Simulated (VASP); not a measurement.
Wanted: the native input for a VASP 6.6.1 run.

- Task: relaxation of cell and atoms
- Functional: LDA
- Potentials or basis: VASP PAW LDA potentials, release 64 (Sn_d)
- Cutoff: 600 eV
- k mesh: 11 × 11 × 11
- Occupations: fermi-dirac, width 0.1 eV
- Spin: no spin polarisation
- Target pressure: 4 GPa
- Dipole correction: no
- Further INCAR settings: ALGO = Normal; EDIFF = 1e-06; IBRION = 2; EDIFFG = -0.01; NSW = 80; ISIF = 3

The structure of Sn lies in POSCAR:

```
Sn
1.0
   -1.8946520000      1.8946520000      1.8946520000
    1.8946520000     -1.8946520000      1.8946520000
    1.8946520000      1.8946520000     -1.8946520000
Sn
1
Direct
    0.0000000000      0.0000000000      0.0000000000
```

One way to write it, as run:

INCAR

```
PREC     = Accurate       # precision mode
ENCUT    = 600            # plane-wave cutoff, eV
EDIFF    = 1E-6           # SCF threshold, eV
ISMEAR   = -1             # smearing method
SIGMA    = 0.1            # smearing width, eV
LREAL    = F              # projectors in reciprocal space
LASPH    = T              # aspherical terms in the spheres
NELM     = 80             # most SCF steps
ALGO     = Normal         # electronic algorithm
ISIF     = 3              # what is computed and relaxed
LWAVE    = F              # write WAVECAR
LCHARG   = F              # write CHGCAR
GGA      = CA             # functional
IBRION   = 2              # ionic algorithm
NSW      = 80             # ionic steps
EDIFFG   = -0.01          # ionic threshold
PSTRESS  = 40.0
```

KPOINTS

```
regular mesh
0
Gamma
  11 11 11
```

Potentials or basis: VASP PAW LDA potentials, release 64 (Sn_d).

Command:

```console
$ cat potpaw_LDA.64/Sn_d/POTCAR > POTCAR
$ mpirun -np 1 vasp_std > vasp.out
```

Results of the run:

- Relaxed volume: 24.20 Å³/atom
- Relaxed cell: a = 3.156 Å, b = 3.156 Å, c = 3.156 Å, α = 109.47°, β = 109.47°, γ = 109.47°
- Space group after relaxing (to 0.05 Å): Im-3m (No. 229)
- Energy change on relaxing (the enthalpy is what falls): +2.0 meV/atom
- Ionic steps: 3
- Pressure after relaxing: 4.0 GPa
- Band gap on the k mesh: zero (band 7 reaches 18.27 eV, above the bottom of band 8 at 6.57 eV)

Caveat: the cell is relaxed towards a set pressure, so the enthalpy falls and the energy may rise; spin-orbit coupling is left out, which moves the levels of the heavy elements.

It took 27 s on 1 thread of Intel(R) Xeon(R) Platinum 8488C (Sapphire Rapids) (shared host), peak memory 0.15 GiB.
